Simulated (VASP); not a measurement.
SrRh6:

```
CELL_PARAMETERS angstrom
4.68422 0.00000 0.00000
0.00000 4.68422 0.00000
0.00000 0.00000 4.68422
ATOMIC_POSITIONS crystal
Sr 0.00000 0.00000 0.00000
Rh 0.50000 0.50000 0.20700
Rh 0.50000 0.50000 0.79300
Rh 0.20700 0.50000 0.50000
Rh 0.79300 0.50000 0.50000
Rh 0.50000 0.20700 0.50000
Rh 0.50000 0.79300 0.50000
```

```yaml
Program: VASP 6.6.1
Task: relaxation of cell and atoms
Functional: PBE
Potentials_or_basis: VASP PAW PBE potentials, release 64 (Sr_sv, Rh_pv)
Cutoff: 600 eV
k_mesh: 4 × 4 × 4
Occupations: gaussian, width 0.1 eV
Spin: no spin polarisation
```

At the start: pressure 295.5 GPa; volume 14.68 Å³/atom.

Question: Where does the relaxation end?

Answer: Over 19 steps the energy falls by 7350.3 meV/atom and the volume is 28.20 Å³/atom (+92.0 %); space group Pm-3m (No. 221, to 0.05 Å).

Step by step:
| step | energy change (eV) | largest force (eV/Å) | pressure (GPa) | volume (Å³) |
| --- | --- | --- | --- | --- |
| 1 | 0.0000 | 37.1652 | 295.46 | 102.78 |
| 2 | 502.7923 | 0.7293 | -214.64 | 1260.80 |
| 3 | 11945.6916 | 20761.1377 | 7292.58 | 174.29 |
| 4 | 430.4691 | 9.0658 | -204.73 | 1215.10 |
| 5 | 82.6285 | 3.0691 | -99.11 | 839.18 |
| 6 | -36.0761 | 1.6213 | -13.94 | 423.41 |
| 7 | -37.5328 | 1.3934 | -12.92 | 401.93 |
| 8 | -44.4826 | 4.4484 | -8.57 | 272.46 |
| 9 | -44.2018 | 6.3379 | -6.33 | 262.38 |
| 10 | -44.4133 | 5.1981 | -7.70 | 267.95 |
| 11 | -51.0584 | 0.2557 | -6.00 | 215.23 |
| 12 | -51.1023 | 1.2734 | -3.83 | 211.01 |
| 13 | -51.1078 | 0.9295 | -4.58 | 212.35 |
| 14 | -51.2505 | 1.0899 | 5.90 | 187.09 |
| 15 | -51.3893 | 1.1109 | 0.92 | 196.82 |
| 16 | -51.3119 | 1.6288 | 0.10 | 195.46 |
| 17 | -51.4514 | 0.0137 | 0.33 | 196.27 |
| 18 | -51.4514 | 0.0085 | 0.32 | 196.26 |
| 19 | -51.4519 | 0.0125 | -0.19 | 197.39 |

Final structure:
```yaml
crystal:
  lattice:
    - [5.82248, 0.00000, 0.00000]
    - [0.00000, 5.82248, 0.00000]
    - [0.00000, 0.00000, 5.82248]
  atoms:
    - { symbol: Sr, position: [0.00000, 0.00000, 0.00000] }
    - { symbol: Rh, position: [0.50000, 0.50000, 0.80374] }
    - { symbol: Rh, position: [0.50000, 0.50000, 0.19626] }
    - { symbol: Rh, position: [0.80374, 0.50000, 0.50000] }
    - { symbol: Rh, position: [0.19626, 0.50000, 0.50000] }
    - { symbol: Rh, position: [0.50000, 0.80374, 0.50000] }
    - { symbol: Rh, position: [0.50000, 0.19626, 0.50000] }
```

Caveat: the volume moved by over 15 % at a fixed basis, so the end points are rough.
